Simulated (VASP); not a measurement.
Runs of VASP 6.6.1 on Au. The structure is that of space group Fm-3m (No. 225), or close to it. The cells are those of the table. 

```tsv
task	cell	k mesh	k mesh for the DOS	occupations for the DOS	gap on the mesh (eV)	pressure (GPa)
electric field gradients	a = 3.007 Å, angles 60.0°, 1 atom	15 × 15 × 15	-	-	none	-18.5
single point	a = 2.890 Å, angles 60.0°, 1 atom	15 × 15 × 15	-	-	none	-4.8
electric field gradients	a = 2.969 Å, angles 60.0°, 1 atom	15 × 15 × 15	-	-	none	-15.3
single point	a = 2.969 Å, angles 60.0°, 1 atom	22 × 22 × 22	-	-	none	(a)
```

Alike in all rows: level LDA; potentials or basis VASP PAW LDA potentials, release 64 (Au); no spin polarisation; cutoff (eV) 520; smearing fermi-dirac 0.03 eV.

Q: Estimate the missing entries.

A: (a) -15.2.

Caveats: spin-orbit coupling is left out, which moves the levels of the heavy elements.

A k mesh can miss the band edges, and the runs leave out spin-orbit coupling on Au.

A gap of «none» marks levels without a gap at the run's occupations.
